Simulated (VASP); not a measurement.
Input of a VASP 6.6.1 run:

File POSCAR:

```
Sb
1.0
    2.8914764117      0.0000000000      0.0000000000
    0.0000000000      2.8914764117      0.0000000000
    0.0000000000      0.0000000000      2.8914764117
Sb
1
Direct
    0.0000000000      0.0000000000      0.0000000000
```

Contents of INCAR.step1:

```
SYSTEM = Sb
ALGO = Normal
EDIFF = 1E-4
ENCUT = 520
GGA = PE
ISMEAR = 0
LASPH = .True.
LCHARG = .False.
LREAL = .False.
LWAVE = .True.
NBANDS = 8
NELM = 100
PREC = Accurate
SIGMA = 0.1
```

File INCAR.step2:

```
SYSTEM = Sb
ALGO = Normal
EDIFF = 1E-6
ENCUT = 520
ISIF = 2
ISMEAR = 0
ISTART = 1
LASPH = .True.
LCHARG = .False.
LMIXTAU = .True.
LREAL = .False.
LWAVE = .False.
METAGGA = R2SCAN
NBANDS = 8
NELM = 100
PREC = Accurate
SIGMA = 0.1
```

KPOINTS

```
k-points
0
Gamma
  7 7 7
  0 0 0
```

Potentials or basis: VASP PAW PBE potentials, release 64 (Sb).

Run with:

```bash
$ cat potpaw_PBE.64/Sb/POTCAR > POTCAR
$ cp INCAR.step1 INCAR
$ mpirun -np 1 vasp_std > vasp.out
$ cp INCAR.step2 INCAR
$ mpirun -np 1 vasp_std > vasp.out
```

**Question.** Estimate the pressure.

**Answer.** 20.4 GPa.

Caveat: the PAW data sets were made with another functional, which shifts forces and pressure a little.
